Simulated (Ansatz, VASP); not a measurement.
# Two plane-wave programs on KF

Contents of INCAR:

```
  ALGO = Normal
  EDIFF = 1E-6
  EDIFFG = -0.04
  ENCUT = 600
  GGA = PE
  IBRION = 2
  ISIF = 3
  ISMEAR = 0
  LASPH = T
  LCHARG = F
  LREAL = F
  LWAVE = F
  NELM = 100
  NSW = 90
  PREC = Accurate
  SIGMA = 0.1
```

KPOINTS

```
k-points
0
Gamma
  6 6 4
```

Contents of POSCAR:

```
KF
1.0
    3.2176672900     -1.8322271700      0.0000000000
    3.2176672900      1.8322271700      0.0000000000
   -2.1369785300      0.0000000000      6.3389927300
K F
2 2
Direct
    0.5000000000      0.0000000000      0.0000000000
    0.0000000000      0.5000000000      0.5000000000
    0.8165972700      0.1834027300      0.7500000000
    0.1834027300      0.8165972700      0.2500000000
```

Input for Ansatz:

```yaml
crystal:
  lattice:
    - [3.21766729, -1.83222717, 0.0]
    - [3.21766729, 1.83222717, 0.0]
    - [-2.13697853, 0.0, 6.33899273]
  atoms:
    - { symbol: K, position: [0.5, 0.0, 0.0] }
    - { symbol: K, position: [0.0, 0.5, 0.5] }
    - { symbol: F, position: [0.81659727, 0.18340273, 0.75] }
    - { symbol: F, position: [0.18340273, 0.81659727, 0.25] }
basis:
  ecutwfc: 420
kpoints:
  mp_grid: { grid: [6, 6, 4] }
hamiltonian:
  xc: pbe
scf:
  occupations: { method: gaussian, width: 0.1 }
  lower_state_search: "off"
output:
  forces: true
  stress: true
  eigenvalues: true
relax:
  adjacent_minimum: "off"
  f_tol: 0.04
  max_steps: 70
  cell: { stress_tol: 0.4 }
```

Alike in both runs: task relaxation of cell and atoms; functional PBE; k mesh 6 × 6 × 4; occupations gaussian, width 0.1 eV; no spin polarisation.

|  | VASP | Ansatz |
| --- | --- | --- |
| version | VASP 6.6.1 | Ansatz 0.2.0 |
| potentials or method | VASP PAW PBE potentials, release 64 (K_sv, F), cutoff 600 eV | scalar-relativistic, plane waves, PAW |
| valence electrons in the cell | 32 | 32 |

VASP gave:

| Item | Value |
| --- | --- |
| gap on the k mesh at the Fermi level, each at its own relaxed structure (eV) | 5.94 |
| relaxed volume (Å³/atom) | 19.89 |
| relaxed cell length with the largest relative difference (Å) | 6.581 |

Problem. Estimate Ansatz's values.

Solution. gap on the k mesh at the Fermi level, each at its own relaxed structure (eV): 5.97; relaxed volume (Å³/atom): 19.87; relaxed cell length with the largest relative difference (Å): 6.650.
